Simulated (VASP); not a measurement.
# ErTl3Br (P4/mmm) in VASP: further runs

The runs below take ErTl3Br through single point, with PBE.

Everything below comes from runs of VASP 6.6.1. Logs are shortened: lines on timing, memory, paths and dates and some standing lists are left out, and cuts for length are marked.

### 1 The cell of the first run

Symmetry: P4/mmm, No. 123, tetragonal system. Conventional cell: a = 4.309 Å, b = 4.309 Å, c = 9.094 Å, α = 90.00°, β = 90.00°, γ = 90.00°. Within 4.6 Å of Er (site symmetry 4/mmm) lie 8 Tl at 3.40 Å and 4 Er at 4.31 Å and 2 Br at 4.55 Å. Tl (site symmetry 4mm) has 2 Tl at 3.03 Å and 4 Er at 3.40 Å within 4.0 Å. Within 4.0 Å of Tl (site symmetry 4/mmm) lie 2 Tl at 3.03 Å and 4 Br at 3.05 Å. Within 4.0 Å of Br (site symmetry 4/mmm) lie 4 Tl at 3.05 Å.

The cell was generated, and may not be a known phase.

### 2 Single point, PBE

The input, INCAR:

```
PREC = Accurate
ENCUT = 500
EDIFF = 1E-6
ISMEAR = 0
SIGMA = 0.1
LREAL = False
LASPH = True
NELM = 200
ALGO = Normal
ISIF = 2
LWAVE = False
LCHARG = False
GGA = PE
NBANDS = 36
GGA_COMPAT = False
LMAXMIX = 6
```

The input, KPOINTS:

```
regular mesh
0
Gamma
  4 4 2
```

The input, POSCAR:

```
ErTl3Br
1.0
    4.3091322129      0.0000000000      0.0000000000
    0.0000000000      4.3091322129      0.0000000000
    0.0000000000      0.0000000000      9.0943379711
Er Tl Br
1 3 1
Direct
    0.0000000000      0.0000000000      0.0000000000
    0.5000000000      0.5000000000      0.1665937007
    0.5000000000      0.5000000000      0.8334062993
    0.5000000000      0.5000000000      0.5000000000
    0.0000000000      0.0000000000      0.5000000000
```

Potentials or basis: VASP PAW PBE potentials, release 64 (Er_3, Tl_d, Br), 4f in core.

Command:

```sh
cat potpaw_PBE.64/Er_3/POTCAR potpaw_PBE.64/Tl_d/POTCAR potpaw_PBE.64/Br/POTCAR > POTCAR
mpirun -np 1 vasp_std > vasp.out
```

OUTCAR:

```text
PREC = Accurate
   ENCUT = 500
   EDIFF = 1E-6
   ISMEAR = 0
   LREAL = False
   LASPH = True
   NELM = 200
   ISIF = 2
   GGA = PE

 ion  position               nearest neighbor table
   1  0.000  0.000  0.000-   2 3.40   3 3.40   2 3.40   3 3.40   2 3.40   3 3.40   2 3.40   3 3.40

   2  0.500  0.500  0.167-   3 3.03   4 3.03   1 3.40   1 3.40   1 3.40   1 3.40
   3  0.500  0.500  0.833-   2 3.03   4 3.03   1 3.40   1 3.40   1 3.40   1 3.40
   4  0.500  0.500  0.500-   2 3.03   3 3.03   5 3.05   5 3.05   5 3.05   5 3.05
   5  0.000  0.000  0.500-   4 3.05   4 3.05   4 3.05   4 3.05

  LATTYP: Found a simple tetragonal cell.
 ALAT       =     4.3091322129
 C/A-ratio  =     2.1104801435

  Lattice vectors:

 A1 = (   4.3091322129,   0.0000000000,   0.0000000000)
 A2 = (   0.0000000000,   4.3091322129,   0.0000000000)
 A3 = (   0.0000000000,   0.0000000000,   9.0943379711)

Analysis of symmetry for initial positions (statically):
=====================================================================
 Subroutine PRICEL returns:
 Original cell was already a primitive cell.

 Routine SETGRP: Setting up the symmetry group for a
 simple tetragonal supercell.

 Subroutine GETGRP returns: Found 16 space group operations
 (whereof 16 operations were pure point group operations)
 out of a pool of 16 trial point group operations.

The static configuration has the point symmetry D_4h.

Analysis of symmetry for dynamics (positions and initial velocities):
=====================================================================
 Subroutine PRICEL returns:
 Original cell was already a primitive cell.

 Routine SETGRP: Setting up the symmetry group for a
 simple tetragonal supercell.

 Subroutine GETGRP returns: Found 16 space group operations
 (whereof 16 operations were pure point group operations)
 out of a pool of 16 trial point group operations.

The dynamic configuration has the point symmetry D_4h.

 Subroutine INISYM returns: Found 16 space group operations
 (whereof 16 operations are pure point group operations),
 and found     1 'primitive' translations

----------------------------------------------------------------------------------------

                                     Primitive cell

  volume of cell :     168.8693

  direct lattice vectors                    reciprocal lattice vectors
     4.309132213  0.000000000  0.000000000     0.232065286  0.000000000  0.000000000
     0.000000000  4.309132213  0.000000000     0.000000000  0.232065286  0.000000000
     0.000000000  0.000000000  9.094337971     0.000000000  0.000000000  0.109958526

  length of vectors
     4.309132213  4.309132213  9.094337971     0.232065286  0.232065286  0.109958526

  position of ions in fractional coordinates (direct lattice)
     0.000000000  0.000000000  0.000000000
     0.500000000  0.500000000  0.166593701
     0.500000000  0.500000000  0.833406299
     0.500000000  0.500000000  0.500000000
     0.000000000  0.000000000  0.500000000

  ion indices of the primitive-cell ions
   primitive index   ion index
                 1           1
                 2           2
                 3           3
                 4           4
                 5           5

----------------------------------------------------------------------------------------

 KPOINTS: regular mesh

Automatic generation of k-mesh.
 Grid dimensions read from file:
 generate k-points for:    4    4    2

 Generating k-lattice:

  Cartesian coordinates                     Fractional coordinates (reciprocal lattice)
     0.058016322  0.000000000  0.000000000     0.250000000  0.000000000  0.000000000
     0.000000000  0.058016322  0.000000000     0.000000000  0.250000000  0.000000000
     0.000000000  0.000000000  0.054979263     0.000000000  0.000000000  0.500000000

  Length of vectors
     0.058016322  0.058016322  0.054979263

  Shift w.r.t. Gamma in fractional coordinates (k-lattice)
     0.000000000  0.000000000  0.000000000

 Subroutine IBZKPT returns following result:
 ===========================================

 Found     12 irreducible k-points:

 Following reciprocal coordinates:
            Coordinates               Weight
  0.000000  0.000000  0.000000      1.000000
  0.250000  0.000000  0.000000      4.000000
  0.500000  0.000000  0.000000      2.000000
  0.250000  0.250000  0.000000      4.000000
  0.500000  0.250000  0.000000      4.000000
  0.500000  0.500000  0.000000      1.000000
  0.000000  0.000000  0.500000      1.000000
  0.250000  0.000000  0.500000      4.000000
  0.500000  0.000000  0.500000      2.000000
  0.250000  0.250000  0.500000      4.000000
  0.500000  0.250000  0.500000      4.000000
  0.500000  0.500000  0.500000      1.000000
   k-points           NKPTS =     12   k-points in BZ     NKDIM =     12   number of bands    NBANDS=     36
   number of dos      NEDOS =    301   number of ions     NIONS =      5
   total plane-waves  NPLWV =  71680
   dimension x,y,z NGX =    32 NGY =   32 NGZ =   70
   dimension x,y,z NGXF=    64 NGYF=   64 NGZF=  140
   ions per type =               1   3   1
   NGX,Y,Z   is equivalent  to a cutoff of  12.35, 12.35, 12.80 a.u.
   NGXF,Y,Z  is equivalent  to a cutoff of  24.69, 24.69, 25.59 a.u.
 SYSTEM =  unknown system
   PREC   = accura    normal or accurate (medium, high low for compatibility)
   ISTART =      0    job   : 0-new  1-cont  2-samecut
   ICHARG =      2    charge: 1-file 2-atom 10-const
   ISPIN  =      1    spin polarized calculation?
   LNONCOLLINEAR =      F non collinear calculations
   LSORBIT =      F    spin-orbit coupling
   LASPH  =      T    aspherical Exc in radial PAW
   ENCUT  =  500.0 eV  36.75 Ry    6.06 a.u.   7.86  7.86 16.58*2*pi/ulx,y,z
   NELM   =    200;   NELMIN=  2; NELMDL= -5     # of ELM steps
   EDIFF  = 0.1E-05   stopping-criterion for ELM
   LREAL  =      F    real-space projection
[... 7 lines left out ...]
   TEBEG  =    0.0;   TEEND  =   0.0 temperature during run
   PSTRESS=    0.0 pullay stress
   NELECT =      55.0000    total number of electrons
   NUPDOWN=      -1.0000    fix difference up-down
   EMIN   =  10.00;   EMAX   =-10.00  energy-range for DOS
   EFERMI =   0.00;   METHOD = LEGACY
   ISMEAR =     0;   SIGMA  =   0.10  broadening in eV -4-tet -1-fermi 0-gaus
   EFERMI_NEDOS =   21; number of points for ismear=-14 and -15
   IALGO  =     38    algorithm
   IMIX   =      4    mixing-type and parameters
     AMIX     =   0.40;   BMIX     =  1.00
     AMIX_MAG =   1.60;   BMIX_MAG =  1.00
  volume/ion in A,a.u.               =      33.77       227.92
  Fermi-wavevector in a.u.,A,eV,Ry     =   1.126364  2.128520 17.261660  1.268696
  Thomas-Fermi vector in A             =   2.263046
   LORBIT       =      0    0 simple, 1 ext, 2 COOP (PROOUT), +10 PAW based schemes
   GGA     = PE    functional components
   LHFCALC =     F    Hartree Fock is set to
   AEXX    =    0.0000 exact exchange contribution
   IVDW    =     0    specifies the selected vdW correction
   LEPSILON=     F    determine dielectric tensor
   LRPA    =     F    only Hartree local field effects (RPA)
 non-spin polarized calculation
 Gauss-broadening in eV      SIGMA  =   0.10
  energy-cutoff  :      500.00
  volume of cell :      168.87
 maximum number of plane-waves:      4312
 NGX is ok and might be reduce to    32
   NGX = 15   NGY = 15   NGZ = 33

 number of electron      55.0000012 magnetization

 Free energy of the ion-electron system (eV)
  ---------------------------------------------------
  ext. energy  EPLUGINS =         0.00000000
  ---------------------------------------------------
  free energy    TOTEN  =       -13.54974240 eV

  energy without entropy =      -13.53664664  energy(sigma->0) =      -13.54319452

 E-fermi :   3.7057     XC(G=0):  -9.0055

 val. band max:        3.5902769790   @ k =   0.5000   0.2500   0.5000
 cond. band min:       3.7170180414   @ k =   0.0000   0.0000   0.0000
 fundamental gap:      0.1267410624
 Fermi energy:         3.7057401583

 k-point     1 :       0.0000    0.0000    0.0000
  band No.  band energies     occupation
      1     -22.5186      2.00000
      2     -22.2689      2.00000
      3     -22.2689      2.00000
      4     -11.2908      2.00000
      5      -8.2087      2.00000
      6      -7.7029      2.00000
[... 28 lines left out ...]
     35       8.4514      0.00000
     36       9.3549      0.00000

 k-point     2 :       0.2500    0.0000    0.0000
  band No.  band energies     occupation
      1     -22.5167      2.00000
      2     -22.2868      2.00000
      3     -22.2676      2.00000
      4     -11.1900      2.00000
      5      -8.2056      2.00000
      6      -7.7352      2.00000
[... 28 lines left out ...]
     35       7.7604      0.00000
     36       7.9879      0.00000

 k-point     3 :       0.5000    0.0000    0.0000
  band No.  band energies     occupation
      1     -22.5148      2.00000
      2     -22.3047      2.00000
      3     -22.2663      2.00000
      4     -11.0822      2.00000
      5      -8.2030      2.00000
      6      -7.7645      2.00000
[... 28 lines left out ...]
     35       7.2411      0.00000
     36       7.4641      0.00000
[... 274 lines left out ...]
 k-point    11 :       0.5000    0.2500    0.5000
  band No.  band energies     occupation
      1     -22.5137      2.00000
      2     -22.3023      2.00000
      3     -22.2832      2.00000
      4     -11.1020      2.00000
      5      -7.9723      2.00000
      6      -7.8061      2.00000
[... 28 lines left out ...]
     35       7.7988      0.00000
     36       7.8954      0.00000

 k-point    12 :       0.5000    0.5000    0.5000
  band No.  band energies     occupation
      1     -22.5125      2.00000
      2     -22.2999      2.00000
      3     -22.2999      2.00000
      4     -11.1213      2.00000
      5      -7.9670      2.00000
      6      -7.7900      2.00000
[... 28 lines left out ...]
     35       8.0471      0.00000
     36       8.4559      0.00000

------------------------ aborting loop because EDIFF is reached ----------------------------------------

  FORCE on cell =-STRESS in cart. coord.  units (eV):
  Direction    XX          YY          ZZ          XY          YZ          ZX
  --------------------------------------------------------------------------------------
  -------------------------------------------------------------------------------------
  Total        0.0407471      0.0407471      0.1428166      0.0000000      0.0000000      0.0000000
  in kB        0.3865949      0.3865949      1.3549980      0.0000000      0.0000000      0.0000000
  external PRESSURE =       0.7093959 kB  Pullay stress =       0.0000000 kB

 VOLUME and BASIS-vectors are now :
 -----------------------------------------------------------------------------
  energy-cutoff  :      500.00
  volume of cell :      168.87
      direct lattice vectors                 reciprocal lattice vectors
     4.309132213  0.000000000  0.000000000     0.232065286  0.000000000  0.000000000
     0.000000000  4.309132213  0.000000000     0.000000000  0.232065286  0.000000000
     0.000000000  0.000000000  9.094337971     0.000000000  0.000000000  0.109958526

 POSITION                                       TOTAL-FORCE (eV/Angst)
 -----------------------------------------------------------------------------------
      0.00000      0.00000      0.00000         0.000000      0.000000      0.000000
      2.15457      2.15457      1.51506         0.000000      0.000000      0.038372
      2.15457      2.15457      7.57928         0.000000     -0.000000     -0.038372
      2.15457      2.15457      4.54717         0.000000      0.000000      0.000000
      0.00000      0.00000      4.54717         0.000000      0.000000      0.000000
 -----------------------------------------------------------------------------------
    total drift:                                0.000000     -0.000000      0.000000

  FREE ENERGIE OF THE ION-ELECTRON SYSTEM (eV)
  ---------------------------------------------------
  free  energy   TOTEN  =       -13.5497424000 eV

  energy  without entropy=      -13.5366466376  energy(sigma->0) =      -13.54319452
```

Wall time 60 s (1 thread of Intel Xeon Platinum 8259CL at 2.50GHz (Skylake/Cascade Lake), shared host); peak memory 0.28 GiB.

Results:

```
Free energy            : -13.5497 eV
Pressure               : 0.1 GPa
Largest force          : 0.038 eV/Å
Band gap on the k mesh : zero (an odd number of electrons rules out a gap without spin polarisation)
```

Forces on the atoms (eV/Å):
```
Er   0.000  0.000  0.000
Tl   0.000  0.000  0.038
Tl   0.000  0.000 -0.038
Tl   0.000  0.000  0.000
Br   0.000  0.000  0.000
```

Stress tensor (GPa, compression positive):
```
0.04 0.00 0.00
0.00 0.04 0.00
0.00 0.00 0.14
```

Caveat: the k points lie up to 0.36 Å⁻¹ apart, too coarse for converged energies and pressures of a metal; spin-orbit coupling is left out, which moves the levels of the heavy elements; the 4f electrons are frozen in the core, so they carry no moment and show no levels; the run has no spin polarisation, though such a crystal can be magnetic.

### 3 Single point, PBE

This run uses another cell than the first one, of 35.31 Å³/atom.

The input, INCAR:

```
ALGO = Normal
EDIFF = 1E-6
ENCUT = 500
GGA = PE
GGA_COMPAT = False
ISIF = 2
ISMEAR = 0
LASPH = True
LCHARG = True
LELF = True
LMAXMIX = 6
LREAL = False
LVHAR = True
LWAVE = False
NBANDS = 36
NELM = 200
PREC = Accurate
SIGMA = 0.1
```

The input, KPOINTS:

```
k-points
0
Gamma
  4 4 2
```

The input, POSCAR:

```
ErTl3Br
1.0
    4.7802096500      0.0000000000      0.0000000000
    0.0000000000      4.7802096500      0.0000000000
    0.0000000000      0.0000000000      7.7264054800
Er Tl Br
1 3 1
Direct
    0.0000000000      0.0000000000      0.0000000000
    0.5000000000      0.5000000000      0.2084265400
    0.5000000000      0.5000000000      0.7915734600
    0.5000000000      0.5000000000      0.5000000000
    0.0000000000      0.0000000000      0.5000000000
```

Potentials or basis: VASP PAW PBE potentials, release 64 (Er_3, Tl_d, Br), 4f in core.

Command:

```sh
cat potpaw_PBE.64/Er_3/POTCAR potpaw_PBE.64/Tl_d/POTCAR potpaw_PBE.64/Br/POTCAR > POTCAR
mpirun -np 1 vasp_std > vasp.out
```

Run time: 70 s. Hardware: 1 thread of Intel Xeon Platinum 8259CL at 2.50GHz (Skylake/Cascade Lake), shared host; peak memory 0.29 GiB.

Results (log left out):

* Free energy: -7.8505 eV
* Pressure: 10.7 GPa
* Largest force: 11.585 eV/Å
* Band gap on the k mesh: zero (an odd number of electrons rules out a gap without spin polarisation)

Forces in eV/Å, atoms in the order of the input:
```
Er    0.000   0.000   0.000
Tl    0.000   0.000 -11.585
Tl    0.000   0.000  11.585
Tl    0.000   0.000   0.000
Br    0.000   0.000   0.000
```

Stress tensor (GPa, compression positive):
```
-5.37  0.00  0.00
 0.00 -5.37  0.00
 0.00  0.00 42.70
```

Levels at points of the mesh, in eV from the Fermi level:
```csv
k point,band 25,band 26,band 27,band 28,band 29,band 30
"(0.00, 0.00, 0.00)",-3.11,0.41,0.74,0.79,0.79,0.92
"(0.50, 0.00, 0.00)",-2.75,-2.46,-0.34,0.78,1.12,1.12
"(0.50, 0.50, 0.00)",-3.40,-0.65,-0.65,-0.50,-0.50,0.18
"(0.00, 0.00, 0.50)",-1.71,-1.62,0.42,0.79,0.79,1.42
"(0.50, 0.00, 0.50)",-1.74,-1.28,-0.97,-0.93,0.23,0.89
"(0.50, 0.50, 0.50)",-0.99,-0.87,-0.85,-0.85,-0.21,-0.21
```

Caveat: the k points lie up to 0.41 Å⁻¹ apart, too coarse for converged energies and pressures of a metal; spin-orbit coupling is left out, which moves the levels of the heavy elements; the 4f electrons are frozen in the core, so they carry no moment and show no levels; the run has no spin polarisation, though such a crystal can be magnetic; forces of over 1 eV/Å act on the atoms, so gaps and moduli don't describe the material at rest. Spin polarisation is off, so any magnetic state and its effect on volume and gap are missing.

The gap in the log of VASP goes by the Fermi energy; the results here count the filled bands.